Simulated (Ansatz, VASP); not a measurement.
One calculation of CuNi2, two programs

INCAR

```
ALGO = Fast
EDIFF = 1E-7
ENCUT = 520
GGA = PE
ISIF = 2
ISMEAR = 0
ISPIN = 2
LASPH = T
LCHARG = T
LELF = T
LMAXMIX = 4
LORBIT = 11
LREAL = F
LVHAR = T
LWAVE = F
MAGMOM = 0 0 0 0 0.43 0.43 0.53 0.53 0.53 0.53 0.53 0.53
NBANDS = 78
NELM = 150
PREC = Accurate
SIGMA = 0.2
```

File KPOINTS:

```
k-points
0
Gamma
  6 6 4
```

POSCAR

```
CuNi2
1.0
    4.3354707710      0.0000000000      0.0000000000
   -2.1677353855      3.7546278251      0.0000000000
    0.0000000000      0.0000000000      8.2741658000
Cu Ni
4 8
Direct
    0.6666666667      0.3333333333      0.0000000000
    0.6666666667      0.3333333333      0.5000000000
    0.3333333333      0.6666666667      0.0000000000
    0.3333333333      0.6666666667      0.5000000000
    0.0000000000      0.0000000000      0.0000000000
    0.0000000000      0.0000000000      0.5000000000
    1.0000000000      0.3277795000      0.2500000000
    1.0000000000      0.3277795000      0.7500000000
    0.6722205000      0.6722205000      0.2500000000
    0.6722205000      0.6722205000      0.7500000000
    0.3277795000      0.0000000000      0.2500000000
    0.3277795000      0.0000000000      0.7500000000
```

Input for Ansatz:

```yaml
crystal:
  lattice:
    - [4.335470771, 0.0, 0.0]
    - [-2.1677353855, 3.7546278251, 0.0]
    - [0.0, 0.0, 8.2741658]
  atoms:
    - { symbol: Cu, position: [0.6666666667, 0.3333333333, 0.0] }
    - { symbol: Cu, position: [0.6666666667, 0.3333333333, 0.5] }
    - { symbol: Cu, position: [0.3333333333, 0.6666666667, 0.0] }
    - { symbol: Cu, position: [0.3333333333, 0.6666666667, 0.5] }
    - { symbol: Ni, position: [0.0, 0.0, 0.0], spin: 0.43 }
    - { symbol: Ni, position: [0.0, 0.0, 0.5], spin: 0.43 }
    - { symbol: Ni, position: [1.0, 0.3277795, 0.25], spin: 0.53 }
    - { symbol: Ni, position: [1.0, 0.3277795, 0.75], spin: 0.53 }
    - { symbol: Ni, position: [0.6722205, 0.6722205, 0.25], spin: 0.53 }
    - { symbol: Ni, position: [0.6722205, 0.6722205, 0.75], spin: 0.53 }
    - { symbol: Ni, position: [0.3277795, 0.0, 0.25], spin: 0.53 }
    - { symbol: Ni, position: [0.3277795, 0.0, 0.75], spin: 0.53 }
basis:
  ecutwfc: 420
kpoints:
  mp_grid: { grid: [6, 6, 4] }
hamiltonian:
  xc: pbe
scf:
  occupations: { method: gaussian, width: 0.2 }
  lower_state_search: "off"
output:
  forces: true
  stress: true
  eigenvalues: true
  populations: true
magnetization:
  spin_polarized: true
```

Alike in both runs: task single point; functional PBE; k mesh 6 × 6 × 4; occupations gaussian, width 0.2 eV; collinear spin.

```csv
,VASP,Ansatz
version,VASP 6.6.1,Ansatz 0.2.0
potentials or method,"VASP PAW PBE potentials, release 64 (Cu, Ni), cutoff 520 eV","scalar-relativistic, plane waves, PAW"
valence electrons in the cell,124,220
```

VASP gave:

```
gap on the k mesh at the Fermi level (eV)                     : none
pressure (GPa)                                                : 0.3
traceless stress, the component that is largest in VASP (GPa) : -0.21
rms of the force components (eV/Å)                            : 0.012
net moment per atom (μB)                                      : 0.26
size of the moment on the site where the two differ most (μB) : 0.42
```

Problem. Which values does Ansatz return?

Solution. gap on the k mesh at the Fermi level (eV): none; pressure (GPa): 0.1; traceless stress, the component that is largest in VASP (GPa): -0.22; rms of the force components (eV/Å): 0.013; net moment per atom (μB): 0.28; size of the moment on the site where the two differ most (μB): 0.45.

Site moments also hang on the region over which each program counts them. Atom by atom the forces differ by 0.001 eV/Å (rms over components). A gap of «none» marks a metal or a gap that the smearing closes. VASP's potentials hold 124 valence electrons a cell and Ansatz's 220, so a difference there can come from the potentials and not from the codes.
